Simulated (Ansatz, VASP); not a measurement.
Au: VASP beside Ansatz

INCAR

```
SYSTEM = Au
PREC = Accurate ; ENCUT = 520
EDIFF = 1E-6 ; ISMEAR = 0
SIGMA = 0.15 ; LREAL = .False.
LASPH = .True. ; NELM = 60
ALGO = Fast ; ISIF = 2
LWAVE = .False. ; LCHARG = .True.
GGA = PS ; LELF = .True.
LVHAR = .True. ; NBANDS = 12
```

Contents of KPOINTS:

```
Automatic mesh
0
Gamma
  20 20 20
  0 0 0
```

File POSCAR:

```
Au
1.0
   -1.6987007250      1.6987007250      1.5744055500
    1.6987007250     -1.6987007250      1.5744055500
    1.6987007250      1.6987007250     -1.5744055500
Au
1
Direct
    0.0000000000      0.0000000000      0.0000000000
```

Input for Ansatz:

```yaml
crystal:
  lattice:
    - [-1.698700725, 1.698700725, 1.57440555]
    - [1.698700725, -1.698700725, 1.57440555]
    - [1.698700725, 1.698700725, -1.57440555]
  atoms:
    - { symbol: Au, position: [0.0, 0.0, 0.0] }
basis:
  ecutwfc: 420
kpoints:
  mp_grid: { grid: [20, 20, 20] }
hamiltonian:
  xc: pbesol
scf:
  occupations: { method: gaussian, width: 0.15 }
output:
  forces: true
  stress: true
  eigenvalues: true
```

Change from the starting cell: strain +0.025 along x and y, -0.050 along z, atoms carried along.

Alike in both runs: task single point; functional PBEsol; k mesh 20 × 20 × 20; occupations gaussian, width 0.15 eV; no spin polarisation.

|  | VASP | Ansatz |
| --- | --- | --- |
| version | VASP 6.6.1 | Ansatz 0.2.0 |
| potentials or method | VASP PAW PBE potentials, release 64 (Au), cutoff 520 eV | scalar-relativistic, plane waves, PAW |
| valence electrons in the cell | 11 | 19 |

```csv
,VASP,Ansatz,Ansatz less VASP
gap on the k mesh at the Fermi level (eV),none,none,-
pressure (GPa),-9.3,-9.1,+0.15
"traceless stress, the component that is largest in VASP (GPa)",-0.59,-0.58,+0.009
```

VASP's potentials were made for PBE, not for PBEsol. A gap of «none» marks a metal or a gap that the smearing closes. With one functional, cell and mesh, what is left measures potentials, basis and numerics. VASP's potentials hold 11 valence electrons a cell and Ansatz's 19, so a difference there can come from the potentials and not from the codes.

Spin-orbit coupling is off throughout.
